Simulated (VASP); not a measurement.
# Co (P6_3/mmc) in VASP: a series of runs, part 2 of 2

VASP 6.6.1.

## 4. Single point, LDA (volume scaled by 0.88)

INCAR

```
SYSTEM = Co
PREC = Accurate ; ENCUT = 520
EDIFF = 1E-6 ; ISMEAR = -1
SIGMA = 0.1 ; LREAL = .False.
LASPH = .True. ; NELM = 100
ALGO = Normal ; ISIF = 2
LWAVE = .False. ; LCHARG = .True.
GGA = CA ; LELF = .True.
LVHAR = .True. ; NBANDS = 16
```

KPOINTS

```
Automatic mesh
0
Gamma
  25 25 13
  0 0 0
```

POSCAR

```
Co
1.0
    2.2994681690      0.0000000000      0.0000000000
   -1.1497340845      1.9913978496      0.0000000000
    0.0000000000      0.0000000000      3.7044271797
Co
2
Direct
    0.3333333333      0.6666666667      0.2500000000
    0.6666666667      0.3333333333      0.7500000000
```

Potentials or basis: VASP PAW LDA potentials, release 64 (Co).

Started as:

```
$ cat potpaw_LDA.64/Co/POTCAR > POTCAR
$ mpirun -np 1 vasp_std > vasp.out
```

OUTCAR:

```text
SYSTEM = Co
   PREC = Accurate
   ENCUT = 520
   EDIFF = 1E-6
   ISMEAR = -1
   LREAL = .False.
   LASPH = .True.
   NELM = 100
   ISIF = 2
   GGA = CA

 ion  position               nearest neighbor table
   1  0.333  0.667  0.250-   2 2.28   2 2.28   2 2.28   2 2.28   2 2.28   2 2.28
   2  0.667  0.333  0.750-   1 2.28   1 2.28   1 2.28   1 2.28   1 2.28   1 2.28

  LATTYP: Found a hexagonal cell.
 ALAT       =     2.2994681690
 C/A-ratio  =     1.6109930242

  Lattice vectors:

 A1 = (   2.2994681690,   0.0000000000,   0.0000000000)
 A2 = (  -1.1497340845,   1.9913978496,   0.0000000000)
 A3 = (   0.0000000000,   0.0000000000,   3.7044271797)

Analysis of symmetry for initial positions (statically):
=====================================================================
 Subroutine PRICEL returns:
 Original cell was already a primitive cell.

 Routine SETGRP: Setting up the symmetry group for a
 hexagonal supercell.

 Subroutine GETGRP returns: Found 24 space group operations
 (whereof 12 operations were pure point group operations)
 out of a pool of 24 trial point group operations.

The static configuration has the point symmetry D_3d.
 The point group associated with its full space group is D_6h.

Analysis of symmetry for dynamics (positions and initial velocities):
=====================================================================
 Subroutine PRICEL returns:
 Original cell was already a primitive cell.

 Routine SETGRP: Setting up the symmetry group for a
 hexagonal supercell.

 Subroutine GETGRP returns: Found 24 space group operations
 (whereof 12 operations were pure point group operations)
 out of a pool of 24 trial point group operations.

The dynamic configuration has the point symmetry D_3d.
 The point group associated with its full space group is D_6h.

 Subroutine INISYM returns: Found 24 space group operations
 (whereof 12 operations are pure point group operations),
 and found     1 'primitive' translations

[... 115 lines left out ...]
  volume/ion in A,a.u.               =       8.48        57.24
  Fermi-wavevector in a.u.,A,eV,Ry     =   1.669796  3.155458 37.936033  2.788220
  Thomas-Fermi vector in A             =   2.755406
   LORBIT       =      0    0 simple, 1 ext, 2 COOP (PROOUT), +10 PAW based schemes
   GGA     = CA    functional components
   LHFCALC =     F    Hartree Fock is set to
   AEXX    =    0.0000 exact exchange contribution
   IVDW    =     0    specifies the selected vdW correction
   LEPSILON=     F    determine dielectric tensor
   LRPA    =     F    only Hartree local field effects (RPA)
 non-spin polarized calculation
  energy-cutoff  :      520.00
  volume of cell :       16.96
 maximum number of plane-waves:       482
 NGX is ok and might be reduce to    18
   NGX =  9   NGY =  9   NGZ = 13

 number of electron      17.9999982 magnetization

 Free energy of the ion-electron system (eV)
  ---------------------------------------------------
  ext. energy  EPLUGINS =         0.00000000
  ---------------------------------------------------
  free energy    TOTEN  =       -15.83668336 eV

  energy without entropy =      -15.70054330  energy(sigma->0) =      -15.76861333

 E-fermi :  14.1245     XC(G=0): -15.2594

 val. band max:       14.1238260769   @ k =   0.2800   0.2000   0.1538
 cond. band min:      14.1268570646   @ k =   0.4000   0.2000   0.2308
 fundamental gap:      0.0030309877
 Fermi energy:        14.1245357911

 k-point     1 :       0.0000    0.0000    0.0000
  band No.  band energies     occupation
      1       3.6110      2.00000
      2       7.8367      2.00000
      3      11.5326      2.00000
      4      11.5524      2.00000
      5      11.5524      2.00000
      6      12.0581      2.00000
[... 433 lines left out ...]
      3       8.6868      2.00000
      4      11.1577      2.00000
      5      11.2903      2.00000
      6      11.6333      2.00000
[... 8 lines left out ...]
     15      30.0500      0.00000
     16      31.0243      0.00000

 [... further k-points ...]

------------------------ aborting loop because EDIFF is reached ----------------------------------------

  FORCE on cell =-STRESS in cart. coord.  units (eV):
  Direction    XX          YY          ZZ          XY          YZ          ZX
  --------------------------------------------------------------------------------------
  -------------------------------------------------------------------------------------
  Total        5.4422819      5.4422819      5.5589032      0.0000000      0.0000000      0.0000000
  in kB      514.0260397    514.0260397    525.0409739      0.0000000      0.0000000      0.0000000
  external PRESSURE =     517.6976844 kB  Pullay stress =       0.0000000 kB

 VOLUME and BASIS-vectors are now :
 -----------------------------------------------------------------------------
  energy-cutoff  :      520.00
  volume of cell :       16.96
      direct lattice vectors                 reciprocal lattice vectors
     2.299468169  0.000000000  0.000000000     0.434883167  0.251079914  0.000000000
    -1.149734084  1.991397850  0.000000000     0.000000000  0.502159827  0.000000000
     0.000000000  0.000000000  3.704427180     0.000000000  0.000000000  0.269947269

 POSITION                                       TOTAL-FORCE (eV/Angst)
 -----------------------------------------------------------------------------------
     -0.00000      1.32760      0.92611        -0.000000     -0.000000      0.000000
      1.14973      0.66380      2.77832         0.000000      0.000000      0.000000
 -----------------------------------------------------------------------------------
    total drift:                                0.000000     -0.000000     -0.000000

  FREE ENERGIE OF THE ION-ELECTRON SYSTEM (eV)
  ---------------------------------------------------
  free  energy   TOTEN  =       -15.8366833610 eV

  energy  without entropy=      -15.7005432980  energy(sigma->0) =      -15.76861333
```

OSZICAR:

```text
N       E                     dE             d eps       ncg     rms          rms(c)
DAV:   1     0.732601844371E+02    0.73260E+02   -0.84220E+03 15240   0.164E+03
DAV:   2    -0.159022574542E+02   -0.89162E+02   -0.81820E+02 14624   0.248E+02
DAV:   3    -0.182254258839E+02   -0.23232E+01   -0.22784E+01 17856   0.539E+01
DAV:   4    -0.182647063047E+02   -0.39280E-01   -0.39270E-01 20264   0.548E+00
DAV:   5    -0.182651544537E+02   -0.44815E-03   -0.44814E-03 18248   0.541E-01    0.197E+01
DAV:   6    -0.160890744796E+02    0.21761E+01   -0.75900E+00 16968   0.635E+01    0.439E+00
DAV:   7    -0.158927058507E+02    0.19637E+00   -0.75873E-01 18432   0.181E+01    0.326E+00
DAV:   8    -0.158402850139E+02    0.52421E-01   -0.16849E-02 24224   0.234E+00    0.743E-01
DAV:   9    -0.158366367727E+02    0.36482E-02   -0.11261E-03 17752   0.409E-01    0.926E-02
DAV:  10    -0.158366867038E+02   -0.49931E-04   -0.74070E-05 18480   0.910E-02    0.479E-02
DAV:  11    -0.158366837219E+02    0.29819E-05   -0.23918E-06 15200   0.258E-02    0.584E-03
DAV:  12    -0.158366833610E+02    0.36087E-06   -0.35399E-07  8912   0.133E-02
   1 F= -.15836683E+02 E0= -.15768613E+02  d E =-.136140E+00
```

It took 68 s on 1 thread of AMD EPYC 7R13 (Zen 3), shared host; peak memory 0.18 GiB.

What came out:

```
Free energy            : -15.8367 eV
Pressure               : 51.8 GPa
Band gap on the k mesh : zero (band 9 reaches 14.63 eV, above the bottom of band 10 at 12.55 eV)
```

Caveat: the run has no spin polarisation, though such a crystal can be magnetic.

## 5. Single point, LDA (volume scaled by 0.92)

INCAR

```
SYSTEM = Co
ALGO     = Normal         ! electronic algorithm
EDIFF    = 1E-7           ! SCF threshold, eV
ENCUT    = 520            ! plane-wave cutoff, eV
ISIF     = 2              ! what is computed and relaxed
ISMEAR   = -1             ! smearing method
LASPH    = .TRUE.         ! aspherical terms in the spheres
LCHARG   = .FALSE.        ! write CHGCAR
LREAL    = .FALSE.        ! projectors in reciprocal space
LWAVE    = .FALSE.        ! write WAVECAR
NBANDS   = 16             ! bands
NELM     = 80             ! most SCF steps
PREC     = Accurate       ! precision mode
SIGMA    = 0.1            ! smearing width, eV
```

KPOINTS

```
k-points
0
G
  25 25 13
  0 0 0
```

POSCAR

```
Co
1.0
    2.3337936500      0.0000000000      0.0000000000
   -1.1668968250      2.0211245881      0.0000000000
    0.0000000000      0.0000000000      3.7597252902
Co
2
Direct
    0.3333333333      0.6666666667      0.2500000000
    0.6666666667      0.3333333333      0.7500000000
```

Started as:

```
$ cat potpaw_LDA.64/Co/POTCAR > POTCAR
$ mpirun -np 1 vasp_std > vasp.out
```

It took 77 s on 1 thread of AMD EPYC 7R13 (Zen 3), shared host; peak memory 0.18 GiB.

It converged, with:

```
Free energy            : -16.0316 eV
Pressure               : 30.1 GPa
Band gap on the k mesh : zero (band 9 reaches 13.75 eV, above the bottom of band 10 at 11.79 eV)
```

Stress tensor (GPa, compression positive):
```
29.85  0.00  0.00
 0.00 29.85  0.00
 0.00  0.00 30.46
```

Levels at points of the mesh, in eV from the Fermi level:
```csv
k point,band 5,band 6,band 7,band 8,band 9,band 10,band 11,band 12,band 13,band 14
"(0.00, 0.00, 0.00)",-2.40,-1.93,-1.93,-1.45,-1.45,-0.15,0.13,0.13,8.74,23.49
```

Caveat: the run has no spin polarisation, though such a crystal can be magnetic. Spin polarisation is off, so any magnetic state and its effect on volume and gap are missing.

## 6. Summary

| task | cell | k mesh | cutoff (eV) | gap on the mesh (eV) | pressure (GPa) |
| --- | --- | --- | --- | --- | --- |
| single point | a = 2.400, b = 2.400, c = 3.866 Å, angles 90.0, 90.0, 120.0°, 2 atoms | 14 × 14 × 8 | 520 | none | -0.9 |
| relaxation of cell and atoms | relaxed from a = 2.507, b = 2.507, c = 4.069 Å, angles 90.0, 90.0, 120.0°, 2 atoms | 14 × 14 × 8 | 600 | none | 0.0 |
| single point | a = 2.299, b = 2.299, c = 3.704 Å, angles 90.0, 90.0, 120.0°, 2 atoms | 25 × 25 × 13 | 520 | none | 51.8 |
| single point | a = 2.334, b = 2.334, c = 3.760 Å, angles 90.0, 90.0, 120.0°, 2 atoms | 25 × 25 × 13 | 520 | none | 30.1 |

Alike in all rows: level LDA; potentials or basis VASP PAW LDA potentials, release 64 (Co); no spin polarisation; smearing fermi-dirac 0.1 eV.

Caveats: the run has no spin polarisation, though such a crystal can be magnetic.

Absolute energies hang on the potentials; compare differences alone.
